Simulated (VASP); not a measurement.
The system is W.

```xyz
1
Lattice="-1.6134 1.6134 1.6134 1.6134 -1.6134 1.6134 1.6134 1.6134 -1.6134" Properties=species:S:1:pos:R:3 pbc="T T T"
W     0.0000    0.0000    0.0000
```

| Item | Value |
| --- | --- |
| Program | VASP 6.6.1 |
| Task | relaxation of cell and atoms |
| Functional | PBE |
| Dispersion | D4 |
| Potentials or basis | VASP PAW PBE potentials, release 64 (W_sv) |
| Cutoff | 650 eV |
| k mesh | 16 × 16 × 16 |
| Occupations | methfessel-paxton, width 0.05 eV |
| Spin | no spin polarisation |

At the start: pressure -17.1 GPa; volume 16.80 Å³/atom.

Question: How do energy, volume and symmetry change on relaxing?

Answer: Over 7 steps the energy falls by 56.3 meV/atom and the volume is 15.80 Å³/atom (-5.9 %); space group Im-3m (No. 229, to 0.1 Å) before and after.

The path:
| step | energy change (eV) | largest force (eV/Å) | pressure (GPa) | volume (Å³) |
| --- | --- | --- | --- | --- |
| 1 | 0.0000 | 0.0000 | -17.06 | 16.80 |
| 2 | 0.7644 | 0.0000 | 105.12 | 12.82 |
| 3 | -0.0557 | 0.0000 | -2.02 | 15.90 |
| 4 | -0.0563 | 0.0000 | -0.48 | 15.82 |
| 5 | -0.0564 | 0.0000 | 0.00 | 15.80 |
| 6 | -0.0563 | 0.0000 | -0.02 | 15.80 |
| 7 | -0.0563 | 0.0000 | -0.02 | 15.80 |

Final structure:
```
W
1.0
    -1.58078    1.58078    1.58078
     1.58078   -1.58078    1.58078
     1.58078    1.58078   -1.58078
W
1
Cartesian
  0.0000 0.0000 0.0000
```
